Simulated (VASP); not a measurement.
# Mg (P6_3/mmc) in VASP: single point with PBEsol

Aim: the single point of Mg with PBEsol.

Everything below comes from runs of VASP 6.6.1. Logs are shortened: lines on timing, memory, paths and dates and some standing lists are left out, and cuts for length are marked.

## 1. The cell of the first run

Symmetry: P6_3/mmc, No. 194, hexagonal system. The conventional cell has a = 3.196 Å, b = 3.196 Å, c = 5.216 Å, α = 90.00°, β = 90.00°, γ = 120.00°. Within 4.2 Å of Mg (site symmetry -6m2) lie 12 Mg at 3.19 to 3.20 Å.

## 2. Single point, PBEsol

INCAR reads:

```
PREC     = Accurate       # precision mode
ENCUT    = 520            # plane-wave cutoff, eV
EDIFF    = 1E-7           # SCF threshold, eV
ISMEAR   = -1             # smearing method
SIGMA    = 0.05           # smearing width, eV
LREAL    = False          # projectors in reciprocal space
LASPH    = True           # aspherical terms in the spheres
NELM     = 80             # most SCF steps
ALGO     = Normal         # electronic algorithm
ISIF     = 2              # what is computed and relaxed
LWAVE    = False          # write WAVECAR
LCHARG   = False          # write CHGCAR
GGA      = PS             # functional
NBANDS   = 9              # bands
```

KPOINTS reads:

```
Automatic mesh
0
Gamma
  14 14 8
```

POSCAR reads:

```
Mg
1.0
    3.1955519840      0.0000000000      0.0000000000
   -1.5977759920      2.7674291972      0.0000000000
    0.0000000000      0.0000000000      5.2159366488
Mg
2
Direct
    0.3333333333      0.6666666667      0.2500000000
    0.6666666667      0.3333333333      0.7500000000
```

Potentials or basis: VASP PAW PBE potentials, release 64 (Mg).

Run with:

```console
$ cat potpaw_PBE.64/Mg/POTCAR > POTCAR
$ mpirun -np 1 vasp_std > vasp.out
```

OUTCAR:

```text
PREC = Accurate
   ENCUT = 520
   EDIFF = 1E-7
   ISMEAR = -1
   LREAL = False
   LASPH = True
   NELM = 80
   ISIF = 2
   GGA = PS

 ion  position               nearest neighbor table
   1  0.333  0.667  0.250-   2 3.19   2 3.19   2 3.19   2 3.19   2 3.19   2 3.19
   2  0.667  0.333  0.750-   1 3.19   1 3.19   1 3.19   1 3.19   1 3.19   1 3.19

  LATTYP: Found a hexagonal cell.
 ALAT       =     3.1955519840
 C/A-ratio  =     1.6322490371

  Lattice vectors:

 A1 = (   3.1955519840,   0.0000000000,   0.0000000000)
 A2 = (  -1.5977759920,   2.7674291972,   0.0000000000)
 A3 = (   0.0000000000,   0.0000000000,   5.2159366488)

Analysis of symmetry for initial positions (statically):
=====================================================================
 Subroutine PRICEL returns:
 Original cell was already a primitive cell.

 Routine SETGRP: Setting up the symmetry group for a
 hexagonal supercell.

 Subroutine GETGRP returns: Found 24 space group operations
 (whereof 12 operations were pure point group operations)
 out of a pool of 24 trial point group operations.

The static configuration has the point symmetry D_3d.
 The point group associated with its full space group is D_6h.

Analysis of symmetry for dynamics (positions and initial velocities):
=====================================================================
 Subroutine PRICEL returns:
 Original cell was already a primitive cell.

 Routine SETGRP: Setting up the symmetry group for a
 hexagonal supercell.

 Subroutine GETGRP returns: Found 24 space group operations
 (whereof 12 operations were pure point group operations)
 out of a pool of 24 trial point group operations.

The dynamic configuration has the point symmetry D_3d.
 The point group associated with its full space group is D_6h.

 Subroutine INISYM returns: Found 24 space group operations
 (whereof 12 operations are pure point group operations),
 and found     1 'primitive' translations

----------------------------------------------------------------------------------------

                                     Primitive cell

  volume of cell :      46.1269

  direct lattice vectors                    reciprocal lattice vectors
     3.195551984  0.000000000  0.000000000     0.312934981  0.180673096  0.000000000
    -1.597775992  2.767429197  0.000000000     0.000000000  0.361346191  0.000000000
[... 88 lines left out ...]
   NSW    =      0    number of steps for IOM
   IBRION =     -1    ionic relax: 0-MD 1-quasi-New 2-CG
   NFREE  =      0    steps in history (QN), initial steepest desc. (CG)
   ISIF   =      2    stress and relaxation
   ISYM   =      2    0-nonsym 1-usesym 2-fastsym
   POTIM  = 0.5000    time-step for ionic-motion
   TEBEG  =    0.0;   TEEND  =   0.0 temperature during run
   PSTRESS=    0.0 pullay stress
   NELECT =       4.0000    total number of electrons
   NUPDOWN=      -1.0000    fix difference up-down
   EMIN   =  10.00;   EMAX   =-10.00  energy-range for DOS
   EFERMI =   0.00;   METHOD = LEGACY
   ISMEAR =    -1;   SIGMA  =   0.05  broadening in eV -4-tet -1-fermi 0-gaus
   EFERMI_NEDOS =   21; number of points for ismear=-14 and -15
   IALGO  =     38    algorithm
   IMIX   =      4    mixing-type and parameters
     AMIX     =   0.40;   BMIX     =  1.00
     AMIX_MAG =   1.60;   BMIX_MAG =  1.00
  volume/ion in A,a.u.               =      23.06       155.64
  Fermi-wavevector in a.u.,A,eV,Ry     =   0.724619  1.369332  7.144055  0.525073
  Thomas-Fermi vector in A             =   1.815135
   LORBIT       =      0    0 simple, 1 ext, 2 COOP (PROOUT), +10 PAW based schemes
   GGA     = PS    functional components
   LHFCALC =     F    Hartree Fock is set to
   AEXX    =    0.0000 exact exchange contribution
   IVDW    =     0    specifies the selected vdW correction
   LEPSILON=     F    determine dielectric tensor
   LRPA    =     F    only Hartree local field effects (RPA)
 non-spin polarized calculation
  energy-cutoff  :      520.00
  volume of cell :       46.13
 maximum number of plane-waves:      1264
 NGX is ok and might be reduce to    24
   NGX = 11   NGY = 11   NGZ = 19

 number of electron       4.0000000 magnetization

 Free energy of the ion-electron system (eV)
  ---------------------------------------------------
  ext. energy  EPLUGINS =         0.00000000
  ---------------------------------------------------
  free energy    TOTEN  =        -3.45200130 eV

  energy without entropy =       -3.44629822  energy(sigma->0) =       -3.44914976

 E-fermi :   2.5872     XC(G=0):  -8.5191

 val. band max:        2.5761928798   @ k =   0.0714  -0.0000   0.1250
 cond. band min:       2.5920071512   @ k =   0.5000  -0.0000   0.3750
 fundamental gap:      0.0158142713
 Fermi energy:         2.5871873490

 k-point     1 :       0.0000    0.0000    0.0000
  band No.  band energies     occupation
      1      -4.3409      2.00000
      2       0.8624      2.00000
      3       1.2811      2.00000
      4      13.5235      0.00000
      5      13.5235      0.00000
      6      13.6444      0.00000
      7      13.6444      0.00000
      8      14.3272      0.00000
      9      16.0199      0.00000
[... 265 lines left out ...]
 k-point    24 :       0.3571    0.2857    0.0000
  band No.  band energies     occupation
      1       1.5710      2.00000
      2       1.6040      2.00000
      3       2.8735      0.00649
      4       6.2942      0.00000
      5       6.6435      0.00000
      6       6.7039      0.00000
      7       7.9227      0.00000
      8       8.1059      0.00000
      9       9.0923      0.00000

 [... further k-points ...]

------------------------ aborting loop because EDIFF is reached ----------------------------------------

  FORCE on cell =-STRESS in cart. coord.  units (eV):
  Direction    XX          YY          ZZ          XY          YZ          ZX
  --------------------------------------------------------------------------------------
  -------------------------------------------------------------------------------------
  Total       -0.2633030     -0.2633030     -0.2644654      0.0000000      0.0000000      0.0000000
  in kB       -9.1455889     -9.1455889     -9.1859649      0.0000000      0.0000000      0.0000000
  external PRESSURE =      -9.1590475 kB  Pullay stress =       0.0000000 kB

 VOLUME and BASIS-vectors are now :
 -----------------------------------------------------------------------------
  energy-cutoff  :      520.00
  volume of cell :       46.13
      direct lattice vectors                 reciprocal lattice vectors
     3.195551984  0.000000000  0.000000000     0.312934981  0.180673096  0.000000000
    -1.597775992  2.767429197  0.000000000     0.000000000  0.361346191  0.000000000
     0.000000000  0.000000000  5.215936649     0.000000000  0.000000000  0.191720120

 POSITION                                       TOTAL-FORCE (eV/Angst)
 -----------------------------------------------------------------------------------
     -0.00000      1.84495      1.30398        -0.000000     -0.000000      0.000000
      1.59778      0.92248      3.91195         0.000000      0.000000      0.000000
 -----------------------------------------------------------------------------------
    total drift:                               -0.000000      0.000000     -0.000000

  FREE ENERGIE OF THE ION-ELECTRON SYSTEM (eV)
  ---------------------------------------------------
  free  energy   TOTEN  =        -3.4520012960 eV

  energy  without entropy=       -3.4462982218  energy(sigma->0) =       -3.44914976
```

OSZICAR:

```text
N       E                     dE             d eps       ncg     rms          rms(c)
DAV:   1    -0.751666598084E+00   -0.75167E+00   -0.12449E+03  2160   0.308E+02
DAV:   2    -0.342561642736E+01   -0.26739E+01   -0.25862E+01  2945   0.275E+01
DAV:   3    -0.347188893823E+01   -0.46273E-01   -0.45862E-01  2806   0.278E+00
DAV:   4    -0.347204908157E+01   -0.16014E-03   -0.16013E-03  2815   0.166E-01
DAV:   5    -0.347204975925E+01   -0.67768E-06   -0.67781E-06  2735   0.101E-02    0.965E-01
DAV:   6    -0.346158448901E+01    0.10465E-01   -0.63339E-04  2435   0.160E-01    0.615E-01
DAV:   7    -0.345199642877E+01    0.95881E-02   -0.26137E-03  2265   0.291E-01    0.318E-02
DAV:   8    -0.345200186362E+01   -0.54349E-05   -0.19507E-05  3011   0.269E-02    0.636E-03
DAV:   9    -0.345200146963E+01    0.39400E-06   -0.90711E-07  2427   0.406E-03    0.567E-04
DAV:  10    -0.345200132146E+01    0.14817E-06   -0.40350E-09  1862   0.355E-04    0.157E-04
DAV:  11    -0.345200129598E+01    0.25477E-07   -0.39582E-10  1274   0.131E-04
   1 F= -.34520013E+01 E0= -.34491498E+01  d E =-.570307E-02
```

Run time: 22 s. Hardware: 1 thread of Intel Xeon Platinum 8259CL at 2.50GHz (Skylake/Cascade Lake), shared host; peak memory 0.18 GiB.

What came out:

* Free energy: -3.4520 eV
* Pressure: -0.9 GPa
* Band gap on the k mesh: zero (bands 2 and 3 overlap by 2.07 eV)

Caveat: the PAW data sets were made with another functional, which shifts forces and pressure a little.
